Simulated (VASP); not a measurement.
Write the native input for VASP 6.6.1 that does the following.

```yaml
Task: relaxation of cell and atoms
Functional: RPBE
Dispersion: D3(BJ)
Potentials_or_basis: VASP PAW PBE potentials, release 64 (Ca_sv, O)
Cutoff: 600 eV
k_mesh: 10 × 10 × 10
Occupations: fermi-dirac, width 0.05 eV
Spin: no spin polarisation
Dipole_correction: no
Further_INCAR_settings: ALGO = Normal; EDIFF = 1e-07; IBRION = 2; EDIFFG = -0.01; NSW = 60; ISIF = 3
```

The structure of CaO lies in POSCAR:

```
CaO
1.0
    0.0000000000      2.4035556960      2.4035556960
    2.4035556960      0.0000000000      2.4035556960
    2.4035556960      2.4035556960      0.0000000000
Ca O
1 1
Direct
    0.0000000000      0.0000000000      0.0000000000
    0.5000000000      0.5000000000      0.5000000000
```

One way to write it, as run:

INCAR

```
  ALGO = Normal
  EDIFF = 1E-7
  EDIFFG = -0.01
  ENCUT = 600
  GGA = RP
  IBRION = 2
  ISIF = 3
  ISMEAR = -1
  IVDW = 12
  LASPH = True
  LCHARG = False
  LREAL = False
  LWAVE = False
  NELM = 60
  NSW = 60
  PREC = Accurate
  SIGMA = 0.05
```

KPOINTS

```
k-points
0
Gamma
  10 10 10
```

Potentials or basis: VASP PAW PBE potentials, release 64 (Ca_sv, O).

Run with:

```console
$ cat potpaw_PBE.64/Ca_sv/POTCAR potpaw_PBE.64/O/POTCAR > POTCAR
$ mpirun -np 1 vasp_std > vasp.out
```

Results of the run:

```
Relaxed volume                        : 12.08 Å³/atom
Relaxed cell                          : a = 3.245 Å, b = 3.245 Å, c = 3.245 Å, α = 60.00°, β = 60.00°, γ = 60.00°
Space group after relaxing (to 0.1 Å) : Fm-3m (No. 225)
Energy gained by relaxing             : 108.5 meV/atom
Ionic steps                           : 3
Pressure after relaxing               : -0.1 GPa
Band gap on the k mesh                : 3.66 eV (least direct gap 3.98 eV)
Dispersion energy per atom            : -1.771 eV
```

Caveat: the PAW data sets were made with another functional, which shifts forces and pressure a little.

It took 87 s on 1 thread of Intel Xeon 8259CL, with other jobs on the host, peak memory 0.19 GiB.
